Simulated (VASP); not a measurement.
# ZnS (rocksalt type) (Fm-3m) in VASP: single point with PBE

Aim: the single point of ZnS (rocksalt type) with PBE.

Program: VASP 6.6.1. These are calculated values, not measurements. Logs are shortened: lines on timing, memory, paths and dates and some standing lists are left out, and cuts for length are marked.

### Step 1. The cell of the first run

Symmetry: Fm-3m, No. 225, cubic system. The conventional cell has a = 4.698 Å, b = 4.698 Å, c = 4.698 Å, α = 90.00°, β = 90.00°, γ = 90.00°. Within 3.1 Å of Zn (site symmetry m-3m) lie 6 S at 2.35 Å. Within 3.1 Å of S (site symmetry m-3m) lie 6 Zn at 2.35 Å.

### Step 2. Single point, PBE (volume scaled by 0.78, to set the pressure)

INCAR reads:

```
SYSTEM = ZnS
PREC = Accurate ; ENCUT = 500
EDIFF = 1E-6 ; ISMEAR = -1
SIGMA = 0.1 ; LREAL = .FALSE.
LASPH = .TRUE. ; NELM = 120
ALGO = Normal ; ISIF = 2
LWAVE = .FALSE. ; LCHARG = .FALSE.
GGA = PE ; NBANDS = 16
GGA_COMPAT = .FALSE.
```

KPOINTS reads:

```
regular mesh
0
G
  15 15 15
  0 0 0
```

POSCAR reads:

```
ZnS
1.0
    0.0000000000      2.3489954915      2.3489954915
    2.3489954915      0.0000000000      2.3489954915
    2.3489954915      2.3489954915      0.0000000000
Zn S
1 1
Direct
    0.0000000000      0.0000000000      0.0000000000
    0.5000000000      0.5000000000      0.5000000000
```

Potentials or basis: VASP PAW PBE potentials, release 64 (Zn, S).

On the command line:

```
> cat potpaw_PBE.64/Zn/POTCAR potpaw_PBE.64/S/POTCAR > POTCAR
> mpirun -np 1 vasp_std > vasp.out
```

OUTCAR:

```text
SYSTEM = ZnS
   PREC = Accurate
   ENCUT = 500
   EDIFF = 1E-6
   ISMEAR = -1
   LREAL = .FALSE.
   LASPH = .TRUE.
   NELM = 120
   ISIF = 2
   GGA = PE

 ion  position               nearest neighbor table
   1  0.000  0.000  0.000-   2 2.35   2 2.35   2 2.35   2 2.35   2 2.35   2 2.35
   2  0.500  0.500  0.500-   1 2.35   1 2.35   1 2.35   1 2.35   1 2.35   1 2.35

  LATTYP: Found a face centered cubic cell.
 ALAT       =     4.6979909830

  Lattice vectors:

 A1 = (   0.0000000000,   2.3489954915,   2.3489954915)
 A2 = (   2.3489954915,   0.0000000000,   2.3489954915)
 A3 = (   2.3489954915,   2.3489954915,   0.0000000000)

Analysis of symmetry for initial positions (statically):
=====================================================================
 Subroutine PRICEL returns:
 Original cell was already a primitive cell.

 Routine SETGRP: Setting up the symmetry group for a
 face centered cubic supercell.

 Subroutine GETGRP returns: Found 48 space group operations
 (whereof 48 operations were pure point group operations)
 out of a pool of 48 trial point group operations.

The static configuration has the point symmetry O_h .

Analysis of symmetry for dynamics (positions and initial velocities):
=====================================================================
 Subroutine PRICEL returns:
 Original cell was already a primitive cell.

 Routine SETGRP: Setting up the symmetry group for a
 face centered cubic supercell.

 Subroutine GETGRP returns: Found 48 space group operations
 (whereof 48 operations were pure point group operations)
 out of a pool of 48 trial point group operations.

The dynamic configuration has the point symmetry O_h .

 Subroutine INISYM returns: Found 48 space group operations
 (whereof 48 operations are pure point group operations),
 and found     1 'primitive' translations

----------------------------------------------------------------------------------------

                                     Primitive cell

  volume of cell :      25.9225

  direct lattice vectors                    reciprocal lattice vectors
     0.000000000  2.348995492  2.348995492    -0.212856943  0.212856943  0.212856943
     2.348995492  0.000000000  2.348995492     0.212856943 -0.212856943  0.212856943
     2.348995492  2.348995492  0.000000000     0.212856943  0.212856943 -0.212856943

  length of vectors
     3.321981282  3.321981282  3.321981282     0.368679040  0.368679040  0.368679040

[... 79 lines left out ...]
   NELM   =    120;   NELMIN=  2; NELMDL= -5     # of ELM steps
   EDIFF  = 0.1E-05   stopping-criterion for ELM
   LREAL  =      F    real-space projection
   EDIFFG = 0.1E-04   stopping-criterion for IOM
   NSW    =      0    number of steps for IOM
   IBRION =     -1    ionic relax: 0-MD 1-quasi-New 2-CG
   NFREE  =      0    steps in history (QN), initial steepest desc. (CG)
   ISIF   =      2    stress and relaxation
   ISYM   =      2    0-nonsym 1-usesym 2-fastsym
   POTIM  = 0.5000    time-step for ionic-motion
   TEBEG  =    0.0;   TEEND  =   0.0 temperature during run
   PSTRESS=    0.0 pullay stress
   NELECT =      18.0000    total number of electrons
   NUPDOWN=      -1.0000    fix difference up-down
   EMIN   =  10.00;   EMAX   =-10.00  energy-range for DOS
   EFERMI =   0.00;   METHOD = LEGACY
   ISMEAR =    -1;   SIGMA  =   0.10  broadening in eV -4-tet -1-fermi 0-gaus
   EFERMI_NEDOS =   21; number of points for ismear=-14 and -15
   IALGO  =     38    algorithm
   IMIX   =      4    mixing-type and parameters
     AMIX     =   0.40;   BMIX     =  1.00
     AMIX_MAG =   1.60;   BMIX_MAG =  1.00
  volume/ion in A,a.u.               =      12.96        87.47
  Fermi-wavevector in a.u.,A,eV,Ry     =   1.449684  2.739506 28.593800  2.101585
  Thomas-Fermi vector in A             =   2.567383
   LORBIT       =      0    0 simple, 1 ext, 2 COOP (PROOUT), +10 PAW based schemes
   GGA     = PE    functional components
   LHFCALC =     F    Hartree Fock is set to
   AEXX    =    0.0000 exact exchange contribution
   IVDW    =     0    specifies the selected vdW correction
   LEPSILON=     F    determine dielectric tensor
   LRPA    =     F    only Hartree local field effects (RPA)
 non-spin polarized calculation
  energy-cutoff  :      500.00
  volume of cell :       25.92
 maximum number of plane-waves:       680
   NGX = 13   NGY = 13   NGZ = 13

 number of electron      17.9999987 magnetization

 Free energy of the ion-electron system (eV)
  ---------------------------------------------------
  ext. energy  EPLUGINS =         0.00000000
  ---------------------------------------------------
  free energy    TOTEN  =        -5.52421416 eV

  energy without entropy =       -5.51592086  energy(sigma->0) =       -5.52006751

 E-fermi :   6.9251     XC(G=0): -12.0583

 val. band max:        6.9060171231   @ k =   0.4000   0.4000   0.0000
 cond. band min:       6.9483934901   @ k =   0.4667   0.4000   0.0000
 fundamental gap:      0.0423763670
 Fermi energy:         6.9250899614

 k-point     1 :       0.0000    0.0000    0.0000
  band No.  band energies     occupation
      1      -9.3141      2.00000
      2      -0.3181      2.00000
      3      -0.3181      2.00000
      4      -0.2986      2.00000
      5      -0.2986      2.00000
      6      -0.2986      2.00000
[... 433 lines left out ...]
      3      -0.3899      2.00000
      4      -0.3471      2.00000
      5      -0.2444      2.00000
      6      -0.2065      2.00000
[... 8 lines left out ...]
     15      19.4579      0.00000
     16      21.2277      0.00000

 [... further k-points ...]

------------------------ aborting loop because EDIFF is reached ----------------------------------------

  FORCE on cell =-STRESS in cart. coord.  units (eV):
  Direction    XX          YY          ZZ          XY          YZ          ZX
  --------------------------------------------------------------------------------------
  -------------------------------------------------------------------------------------
  Total        6.1224677      6.1224677      6.1224677     -0.0000000      0.0000000      0.0000000
  in kB      378.4081998    378.4081998    378.4081998     -0.0000000      0.0000000      0.0000000
  external PRESSURE =     378.4081998 kB  Pullay stress =       0.0000000 kB

 VOLUME and BASIS-vectors are now :
 -----------------------------------------------------------------------------
  energy-cutoff  :      500.00
  volume of cell :       25.92
      direct lattice vectors                 reciprocal lattice vectors
     0.000000000  2.348995492  2.348995492    -0.212856943  0.212856943  0.212856943
     2.348995492  0.000000000  2.348995492     0.212856943 -0.212856943  0.212856943
     2.348995492  2.348995492  0.000000000     0.212856943  0.212856943 -0.212856943

 POSITION                                       TOTAL-FORCE (eV/Angst)
 -----------------------------------------------------------------------------------
      0.00000      0.00000      0.00000         0.000000     -0.000000      0.000000
      2.34900      2.34900      2.34900        -0.000000      0.000000     -0.000000
 -----------------------------------------------------------------------------------
    total drift:                                0.000000     -0.000000     -0.000000

  FREE ENERGIE OF THE ION-ELECTRON SYSTEM (eV)
  ---------------------------------------------------
  free  energy   TOTEN  =        -5.5242141647 eV

  energy  without entropy=       -5.5159208564  energy(sigma->0) =       -5.52006751
```

OSZICAR:

```text
N       E                     dE             d eps       ncg     rms          rms(c)
DAV:   1     0.856936145624E+02    0.85694E+02   -0.89360E+03  3928   0.150E+03
DAV:   2    -0.149268808314E+01   -0.87186E+02   -0.81413E+02  4456   0.268E+02
DAV:   3    -0.596500754885E+01   -0.44723E+01   -0.44465E+01  4752   0.588E+01
DAV:   4    -0.599955733754E+01   -0.34550E-01   -0.34544E-01  4656   0.521E+00
DAV:   5    -0.599982401200E+01   -0.26667E-03   -0.26667E-03  4720   0.473E-01    0.117E+01
DAV:   6    -0.556184594167E+01    0.43798E+00   -0.74392E-01  5576   0.323E+01    0.864E+00
DAV:   7    -0.552641893768E+01    0.35427E-01   -0.24805E-01  4664   0.537E+00    0.376E+00
DAV:   8    -0.552485983379E+01    0.15591E-02   -0.62952E-03  5472   0.190E+00    0.832E-01
DAV:   9    -0.552418534170E+01    0.67449E-03   -0.22234E-03  4744   0.365E-01    0.897E-02
DAV:  10    -0.552419685902E+01   -0.11517E-04   -0.12468E-04  4640   0.926E-02    0.823E-02
DAV:  11    -0.552421302952E+01   -0.16170E-04   -0.85506E-06  4912   0.333E-02    0.381E-02
DAV:  12    -0.552421416754E+01   -0.11380E-05   -0.10044E-05  4824   0.345E-02    0.186E-02
DAV:  13    -0.552421416475E+01    0.27894E-08   -0.75239E-07  2536   0.685E-03
   1 F= -.55242142E+01 E0= -.55200675E+01  d E =-.829331E-02
```

stdout:

```text
POSCAR found type information on POSCAR ZnS
 POSCAR found :  2 types and       2 ions
 scaLAPACK will be used
 LDA part: xc-table for (Slater+PW92), standard interpolation
 POSCAR, INCAR and KPOINTS ok, starting setup
 FFT: planning ... GRIDC
 FFT: planning ... GRID_SOFT
 FFT: planning ... GRID
 WAVECAR not read
 entering main loop
```

Run time: 12 s. Hardware: 1 thread of Intel Xeon 6975P-C (Granite Rapids), shared host; peak memory 0.17 GiB.

What came out:

```yaml
Free_energy: -5.5242 eV
Pressure: 37.8 GPa
Band_gap_on_the_k_mesh: zero (band 9 reaches 6.82 eV, above the bottom of band 10 at 6.47 eV)
```

Caveat: the cell differs from its parent crystal (volume scaled by 0.78, to set the pressure).
